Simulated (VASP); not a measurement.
# CrO2 (P1) in VASP: a series of runs

CrO2 is run at these levels: PBE+U; tasks: single point.

Program: VASP 6.6.1. These are calculated values, not measurements. Logs are shortened: lines on timing, memory, paths and dates and some standing lists are left out, and cuts for length are marked.

## 1. The cell of the first run

The typed cell holds 6 atoms: a = 4.420 Å, b = 4.420 Å, c = 2.920 Å, α = 90.00°, β = 90.00°, γ = 90.00°.

## 2. Single point, PBE+U, collinear spin, ferrimagnetic start

INCAR

```
SYSTEM = CrO2
ALGO = Normal ; EDIFF = 1E-6
ENCUT = 520 ; GGA = PE
ISIF = 2 ; ISMEAR = -1
ISPIN = 2 ; LASPH = .TRUE.
LCHARG = .FALSE. ; LDAU = .TRUE.
LDAUJ = 0 0 ; LDAUL = 2 -1
LDAUPRINT = 1 ; LDAUTYPE = 2
LDAUU = 3 0 ; LMAXMIX = 4
LORBIT = 11 ; LREAL = .FALSE.
LWAVE = .FALSE. ; MAGMOM = 2.02 2.2 -0.22 -0.21 -0.22 -0.22
NBANDS = 37 ; NELM = 150
PREC = Accurate ; SIGMA = 0.1
```

KPOINTS

```
k-points
0
G
  4 4 6
  0 0 0
```

POSCAR

```
CrO2
1.0
    4.4200000000      0.0000000000      0.0000000000
    0.0000000000      4.4200000000      0.0000000000
    0.0000000000      0.0000000000      2.9200000000
Cr O
2 4
Direct
    0.0000000000      0.0000000000      0.0000000000
    0.5000000000      0.5000000000      0.5000000000
    0.2851250000      0.2974190000      0.0297550000
   -0.3030000000     -0.3030000000      0.0000000000
    0.8030000000      0.1970000000      0.5000000000
    0.1970000000      0.8030000000      0.5000000000
```

Potentials or basis: VASP PAW PBE potentials, release 64 (Cr_pv, O).

Started as:

```
cat potpaw_PBE.64/Cr_pv/POTCAR potpaw_PBE.64/O/POTCAR > POTCAR
mpirun -np 1 vasp_std > vasp.out
```

OUTCAR:

```text
SYSTEM = CrO2
   EDIFF = 1E-6
   ENCUT = 520
   GGA = PE
   ISIF = 2
   ISMEAR = -1
   ISPIN = 2
   LASPH = .TRUE.
   LORBIT = 11
   LREAL = .FALSE.
   NELM = 150
   PREC = Accurate

 ion  position               nearest neighbor table
   1  0.000  0.000  0.000-   3 1.82   4 1.89   5 1.91   6 1.91   5 1.91   6 1.91
   2  0.500  0.500  0.500-   5 1.89   6 1.89   3 1.89   4 1.91   4 1.91   3 2.02
   3  0.285  0.297  0.030-   1 1.82   2 1.89   2 2.02
   4  0.697  0.697  0.000-   1 1.89   2 1.91   2 1.91
   5  0.803  0.197  0.500-   2 1.89   1 1.91   1 1.91
   6  0.197  0.803  0.500-   2 1.89   1 1.91   1 1.91

  LATTYP: Found a simple tetragonal cell.
 ALAT       =     4.4200000000
 C/A-ratio  =     0.6606334842

  Lattice vectors:

 A1 = (   4.4200000000,   0.0000000000,   0.0000000000)
 A2 = (   0.0000000000,   4.4200000000,   0.0000000000)
 A3 = (   0.0000000000,   0.0000000000,   2.9200000000)

Analysis of symmetry for initial positions (statically):
=====================================================================
 Subroutine PRICEL returns:
 Original cell was already a primitive cell.

 Routine SETGRP: Setting up the symmetry group for a
 simple tetragonal supercell.

 Subroutine GETGRP returns: Found  1 space group operations
 (whereof  1 operations were pure point group operations)
 out of a pool of 16 trial point group operations.

The static configuration has the point symmetry C_1 .

Analysis of symmetry for dynamics (positions and initial velocities):
=====================================================================
 Subroutine PRICEL returns:
 Original cell was already a primitive cell.

 Routine SETGRP: Setting up the symmetry group for a
 simple tetragonal supercell.

 Subroutine GETGRP returns: Found  1 space group operations
 (whereof  1 operations were pure point group operations)
 out of a pool of 16 trial point group operations.

The dynamic configuration has the point symmetry C_1 .

Analysis of structural, dynamic, and magnetic symmetry:
=====================================================================
 Subroutine PRICEL returns:
 Original cell was already a primitive cell.

 Routine SETGRP: Setting up the symmetry group for a
 simple tetragonal supercell.

 Subroutine GETGRP returns: Found  1 space group operations
 (whereof  1 operations were pure point group operations)
 out of a pool of 16 trial point group operations.

The overall configuration has the point symmetry C_1 .

 Subroutine INISYM returns: Found  1 space group operations
 (whereof  1 operations are pure point group operations),
 and found     1 'primitive' translations

----------------------------------------------------------------------------------------

                                     Primitive cell

  volume of cell :      57.0463

  direct lattice vectors                    reciprocal lattice vectors
     4.420000000  0.000000000  0.000000000     0.226244344  0.000000000  0.000000000
     0.000000000  4.420000000  0.000000000     0.000000000  0.226244344  0.000000000
     0.000000000  0.000000000  2.920000000     0.000000000  0.000000000  0.342465753

  length of vectors
     4.420000000  4.420000000  2.920000000     0.226244344  0.226244344  0.342465753
[... 155 lines left out ...]
  o =  0.1167  v =  0.0000  0.0000  0.0000  0.0000  0.0000  0.0166 -0.0053  0.0019 -0.0027  0.9998      0.0000  0.0000  0.0000  0.0000  0.0000  0.0000  0.0000  0.0000  0.0000  0.0000
  o =  0.3098  v =  0.0000  0.0000  0.0000  0.0000  0.0000  0.0002  0.7065 -0.0001 -0.7077  0.0018      0.0000  0.0000  0.0000  0.0000  0.0000  0.0000  0.0000  0.0000  0.0000  0.0000
  o =  0.3307  v =  0.0000  0.0000  0.0000  0.0000  0.0000  0.8383  0.0258 -0.5438  0.0260 -0.0127      0.0000  0.0000  0.0000  0.0000  0.0000  0.0000  0.0000  0.0000  0.0000  0.0000
  o =  0.3986  v =  0.0015  0.7066 -0.0011 -0.7076 -0.0054  0.0000  0.0000  0.0000  0.0000  0.0000      0.0000  0.0000  0.0000  0.0000  0.0000  0.0000  0.0000  0.0000  0.0000  0.0000
  o =  0.4475  v = -0.8239 -0.0254  0.5635 -0.0284  0.0462  0.0000  0.0000  0.0000  0.0000  0.0000      0.0000  0.0000  0.0000  0.0000  0.0000  0.0000  0.0000  0.0000  0.0000  0.0000
  o =  0.4951  v = -0.0427 -0.0027  0.0195  0.0048 -0.9989  0.0000  0.0000  0.0000  0.0000  0.0000      0.0000  0.0000  0.0000  0.0000  0.0000  0.0000  0.0000  0.0000  0.0000  0.0000
  o =  0.8359  v =  0.0358 -0.7071 -0.0149 -0.7060 -0.0033  0.0000  0.0000  0.0000  0.0000  0.0000      0.0000  0.0000  0.0000  0.0000  0.0000  0.0000  0.0000  0.0000  0.0000  0.0000
  o =  0.9486  v = -0.5639 -0.0056 -0.8257 -0.0056  0.0080  0.0000  0.0000  0.0000  0.0000  0.0000      0.0000  0.0000  0.0000  0.0000  0.0000  0.0000  0.0000  0.0000  0.0000  0.0000

atom =   2  type =  1  l = 2

 onsite density matrix

spin component  1

  0.5831 -0.0020 -0.2378 -0.0021 -0.0020
 -0.0020  0.6305  0.0134 -0.2356  0.0261
 -0.2378  0.0134  0.7919  0.0143  0.0006
 -0.0021 -0.2356  0.0143  0.6170 -0.0262
 -0.0020  0.0261  0.0006 -0.0262  0.5524

spin component  2

  0.2332  0.0094  0.1069  0.0099  0.0012
  0.0094  0.1837  0.0008  0.1029 -0.0035
  0.1069  0.0008  0.1313  0.0008  0.0002
  0.0099  0.1029  0.0008  0.1886  0.0042
  0.0012 -0.0035  0.0002  0.0042  0.1007

 occupancies and eigenvectors

  o =  0.0636  v =  0.0000  0.0000  0.0000  0.0000  0.0000 -0.5349  0.0202  0.8444  0.0197  0.0132      0.0000  0.0000  0.0000  0.0000  0.0000  0.0000  0.0000  0.0000  0.0000  0.0000
  o =  0.0817  v =  0.0000  0.0000  0.0000  0.0000  0.0000 -0.0015 -0.6877  0.0040  0.6727 -0.2729      0.0000  0.0000  0.0000  0.0000  0.0000  0.0000  0.0000  0.0000  0.0000  0.0000
  o =  0.1023  v =  0.0000  0.0000  0.0000  0.0000  0.0000  0.0019 -0.1974 -0.0135  0.1885  0.9619      0.0000  0.0000  0.0000  0.0000  0.0000  0.0000  0.0000  0.0000  0.0000  0.0000
  o =  0.2816  v =  0.0000  0.0000  0.0000  0.0000  0.0000  0.4402 -0.5897  0.3071 -0.6034  0.0006      0.0000  0.0000  0.0000  0.0000  0.0000  0.0000  0.0000  0.0000  0.0000  0.0000
  o =  0.3084  v =  0.0000  0.0000  0.0000  0.0000  0.0000 -0.7212 -0.3740 -0.4388 -0.3840 -0.0063      0.0000  0.0000  0.0000  0.0000  0.0000  0.0000  0.0000  0.0000  0.0000  0.0000
  o =  0.3859  v =  0.1444 -0.6833  0.1319 -0.7035 -0.0021  0.0000  0.0000  0.0000  0.0000  0.0000      0.0000  0.0000  0.0000  0.0000  0.0000  0.0000  0.0000  0.0000  0.0000  0.0000
  o =  0.4294  v =  0.8251  0.1339  0.5309  0.1388  0.0120  0.0000  0.0000  0.0000  0.0000  0.0000      0.0000  0.0000  0.0000  0.0000  0.0000  0.0000  0.0000  0.0000  0.0000  0.0000
  o =  0.5480  v =  0.0074  0.0877  0.0094 -0.0789 -0.9929  0.0000  0.0000  0.0000  0.0000  0.0000      0.0000  0.0000  0.0000  0.0000  0.0000  0.0000  0.0000  0.0000  0.0000  0.0000
  o =  0.8638  v =  0.0011 -0.7121 -0.0004  0.6921 -0.1179  0.0000  0.0000  0.0000  0.0000  0.0000      0.0000  0.0000  0.0000  0.0000  0.0000  0.0000  0.0000  0.0000  0.0000  0.0000
  o =  0.9478  v =  0.5462 -0.0214 -0.8371 -0.0240 -0.0038  0.0000  0.0000  0.0000  0.0000  0.0000      0.0000  0.0000  0.0000  0.0000  0.0000  0.0000  0.0000  0.0000  0.0000  0.0000

 number of electron      48.0000014 magnetization       3.9999820

 Free energy of the ion-electron system (eV)
  ---------------------------------------------------
  ext. energy  EPLUGINS =         0.00000000
  ---------------------------------------------------
  free energy    TOTEN  =       -45.26694122 eV

  energy without entropy =      -45.23394005  energy(sigma->0) =      -45.25044063

 E-fermi :   5.3620     XC(G=0): -11.8986

 val. band max:        5.3471951430   @ k =   0.2500   0.0000   0.3333
 cond. band min:       5.3940632968   @ k =   0.5000   0.5000   0.5000
 fundamental gap:      0.0468681538
 Fermi energy:         5.3620470506

 spin component 1

 k-point     1 :       0.0000    0.0000    0.0000
  band No.  band energies     occupation
      1     -39.4935      1.00000
      2     -39.4352      1.00000
      3     -39.3878      1.00000
      4     -39.3587      1.00000
      5     -39.1994      1.00000
      6     -39.1573      1.00000
[... 1865 lines left out ...]
     35      16.6064      0.00000
     36      16.8987      0.00000

 [... further k-points ...]

 [bands above 36 left out]

------------------------ aborting loop because EDIFF is reached ----------------------------------------

  FORCE on cell =-STRESS in cart. coord.  units (eV):
  Direction    XX          YY          ZZ          XY          YZ          ZX
  --------------------------------------------------------------------------------------
  -------------------------------------------------------------------------------------
  Total        3.3204215      3.5005586      4.1049472      0.3128787      0.3093158      0.3169363
  in kB       93.2559200     98.3151733    115.2897699      8.7873763      8.6873084      8.9013350
  external PRESSURE =     102.2869544 kB  Pullay stress =       0.0000000 kB

 VOLUME and BASIS-vectors are now :
 -----------------------------------------------------------------------------
  energy-cutoff  :      520.00
  volume of cell :       57.05
      direct lattice vectors                 reciprocal lattice vectors
     4.420000000  0.000000000  0.000000000     0.226244344  0.000000000  0.000000000
     0.000000000  4.420000000  0.000000000     0.000000000  0.226244344  0.000000000
     0.000000000  0.000000000  2.920000000     0.000000000  0.000000000  0.342465753

 POSITION                                       TOTAL-FORCE (eV/Angst)
 -----------------------------------------------------------------------------------
      0.00000      0.00000      0.00000        -0.325177     -0.295562      0.140084
      2.21000      2.21000      1.46000        -0.354748     -0.222003      0.602274
      1.26025      1.31459      0.08688         1.071589      0.691315     -1.048191
      3.08074      3.08074      0.00000         0.005583     -0.037419     -0.062922
      3.54926      0.87074      1.46000        -0.520060      0.097662      0.181909
      0.87074      3.54926      1.46000         0.122813     -0.233994      0.186846
 -----------------------------------------------------------------------------------
    total drift:                                0.000279      0.000197     -0.000046

  FREE ENERGIE OF THE ION-ELECTRON SYSTEM (eV)
  ---------------------------------------------------
  free  energy   TOTEN  =       -45.2669412164 eV

  energy  without entropy=      -45.2339400485  energy(sigma->0) =      -45.25044063

 total charge

# of ion       s       p       d       tot
------------------------------------------
    1        0.384   6.495   4.007  10.885
    2        0.363   6.453   3.977  10.792
    3        1.573   3.476   0.000   5.049
    4        1.571   3.479   0.000   5.050
    5        1.572   3.477   0.000   5.049
    6        1.572   3.477   0.000   5.049
--------------------------------------------------
tot          7.035  26.856   7.984  41.874

 magnetization (x)

# of ion       s       p       d       tot
------------------------------------------
    1        0.026   0.035   2.202   2.264
    2        0.027   0.035   2.334   2.396
    3       -0.005  -0.164   0.000  -0.170
    4       -0.005  -0.157   0.000  -0.162
    5       -0.005  -0.164   0.000  -0.169
    6       -0.005  -0.164   0.000  -0.169
--------------------------------------------------
tot          0.032  -0.579   4.536   3.990
```

It took 3.8 min on 1 thread of Intel Xeon Platinum 8488C (Sapphire Rapids), shared host; peak memory 0.29 GiB.

Results:

| Property | Result |
| --- | --- |
| Free energy | -45.2669 eV |
| Pressure | 10.2 GPa |
| Largest force | 1.651 eV/Å |
| Band gap on the k mesh | zero (filled and empty bands overlap) |
| Net moment | 4.00 μB per cell |
| Site moments | Cr +2.26, +2.40; O -0.17, -0.16 (each value once) μB |
| Valence electrons inside the program's atomic spheres | Cr 10.88, 10.79; O 5.05 |

Forces in eV/Å, atoms in the order of the input:
```
Cr  -0.325 -0.296  0.140
Cr  -0.355 -0.222  0.602
O    1.072  0.691 -1.048
O    0.006 -0.037 -0.063
O   -0.520  0.098  0.182
O    0.123 -0.234  0.187
```

Stress tensor (GPa, compression positive):
```
 9.33  0.88  0.89
 0.88  9.83  0.87
 0.89  0.87 11.53
```

Eigenvalues of the final occupation matrices:
| site | spin | trace | eigenvalues |
| --- | --- | --- | --- |
| site 1 d | 1 | 3.13 | 0.40 0.45 0.50 0.84 0.95 |
| site 1 d | 2 | 0.92 | 0.07 0.10 0.12 0.31 0.33 |
| site 2 d | 1 | 3.17 | 0.39 0.43 0.55 0.86 0.95 |
| site 2 d | 2 | 0.84 | 0.06 0.08 0.10 0.28 0.31 |

Caveat: the cell stands under pressure; forces of over 1 eV/Å act on the atoms, so gaps and moduli don't describe the material at rest. The state reached can hang on the start; a lower one may exist.

## 3. Single point, PBE+U, collinear spin, ferromagnetic start

INCAR

```
ALGO = Normal
EDIFF = 1E-7
ENCUT = 520
GGA = PE
ISIF = 2
ISMEAR = -1
ISPIN = 2
LASPH = True
LCHARG = False
LDAU = True
LDAUJ = 0 0
LDAUL = 2 -1
LDAUPRINT = 1
LDAUTYPE = 2
LDAUU = 3 0
LMAXMIX = 4
LORBIT = 11
LREAL = False
LWAVE = False
MAGMOM = 2 2 0 0 0 0
NBANDS = 37
NELM = 150
PREC = Accurate
SIGMA = 0.1
```

KPOINTS

```
k-points
0
Gamma
  4 4 6
```

POSCAR is that of step 2.

Potentials or basis: VASP PAW PBE potentials, release 64 (Cr_pv, O).

Started as:

```
cat potpaw_PBE.64/Cr_pv/POTCAR potpaw_PBE.64/O/POTCAR > POTCAR
mpirun -np 1 vasp_std > vasp.out
```

Wall time 4.9 min (1 thread of Intel Xeon Platinum 8488C (Sapphire Rapids), shared host); peak memory 0.3 GiB.

Results (log left out):

* Free energy: -45.2669 eV
* Pressure: 10.2 GPa
* Largest force: 1.651 eV/Å
* Band gap on the k mesh: zero (filled and empty bands overlap)
* Net moment: 4.00 μB per cell
* Site moments: Cr +2.26, +2.40; O -0.17, -0.16 (each value once) μB
* Valence electrons inside the program's atomic spheres: Cr 10.88, 10.79; O 5.05

Forces in eV/Å, atoms in the order of the input:
```
Cr  -0.325 -0.295  0.140
Cr  -0.355 -0.222  0.602
O    1.072  0.691 -1.048
O    0.006 -0.037 -0.063
O   -0.520  0.098  0.182
O    0.123 -0.234  0.187
```

Stress tensor (GPa, compression positive):
```
 9.29  0.88  0.89
 0.88  9.79  0.87
 0.89  0.87 11.49
```

Levels at points of the mesh, in eV from the Fermi level:
Spin up:
| k point | band 23 | band 24 | band 25 | band 26 | band 27 | band 28 | band 29 | band 30 |
| --- | --- | --- | --- | --- | --- | --- | --- | --- |
| (0.00, 0.00, 0.00) | -1.21 | -1.09 | -0.68 | -0.66 | -0.09 | 1.38 | 1.50 | 3.95 |
| (0.50, 0.00, 0.00) | -1.05 | -0.95 | -0.72 | -0.47 | 0.44 | 0.63 | 3.51 | 3.72 |
| (0.00, 0.50, 0.00) | -1.09 | -0.95 | -0.74 | -0.46 | 0.41 | 0.64 | 3.51 | 3.72 |
| (0.50, 0.50, 0.00) | -1.91 | -1.73 | -1.66 | -1.48 | 1.11 | 1.27 | 3.00 | 3.16 |
| (0.00, 0.00, 0.50) | -1.72 | -1.57 | 0.13 | 0.35 | 0.48 | 0.54 | 2.75 | 2.93 |
| (0.50, 0.00, 0.50) | -1.58 | -1.44 | -1.33 | -1.20 | 0.86 | 0.99 | 2.01 | 2.05 |
| (0.00, 0.50, 0.50) | -1.55 | -1.43 | -1.38 | -1.27 | 0.86 | 1.01 | 2.02 | 2.05 |
| (0.50, 0.50, 0.50) | -1.49 | -1.32 | -0.36 | -0.20 | 0.03 | 0.28 | 3.22 | 3.38 |
Spin down:
```tsv
k point	band 19	band 20	band 21	band 22	band 23	band 24	band 25	band 26
(0.00, 0.00, 0.00)	-1.37	-1.10	-1.07	-0.63	2.25	2.31	2.50	2.67
(0.50, 0.00, 0.00)	-2.50	-2.34	-1.44	-1.36	2.85	2.89	3.17	3.34
(0.00, 0.50, 0.00)	-2.46	-2.39	-1.48	-1.38	2.85	2.88	3.18	3.32
(0.50, 0.50, 0.00)	-2.24	-2.18	-1.94	-1.89	2.20	2.31	2.69	2.85
(0.00, 0.00, 0.50)	-3.35	-3.09	-2.21	-2.13	2.81	3.01	3.48	3.65
(0.50, 0.00, 0.50)	-2.71	-2.53	-1.80	-1.73	2.00	2.19	3.42	3.50
(0.00, 0.50, 0.50)	-2.70	-2.47	-1.81	-1.75	2.01	2.15	3.45	3.49
(0.50, 0.50, 0.50)	-2.10	-1.98	-1.29	-1.25	2.46	2.68	3.39	3.45
```

Eigenvalues of the final occupation matrices:
```tsv
site	spin	trace	eigenvalues
site 1 d	1	3.13	0.40 0.45 0.50 0.84 0.95
site 1 d	2	0.92	0.07 0.10 0.12 0.31 0.33
site 2 d	1	3.18	0.39 0.43 0.55 0.86 0.95
site 2 d	2	0.84	0.06 0.08 0.10 0.28 0.31
```

Caveat: the cell stands under pressure; the run started ferromagnetic, and an antiferromagnetic order may lie lower in energy; forces of over 1 eV/Å act on the atoms, so gaps and moduli don't describe the material at rest. The state reached can hang on the start; a lower one may exist.

The gap in the log of VASP goes by the Fermi energy; the results here count the filled bands.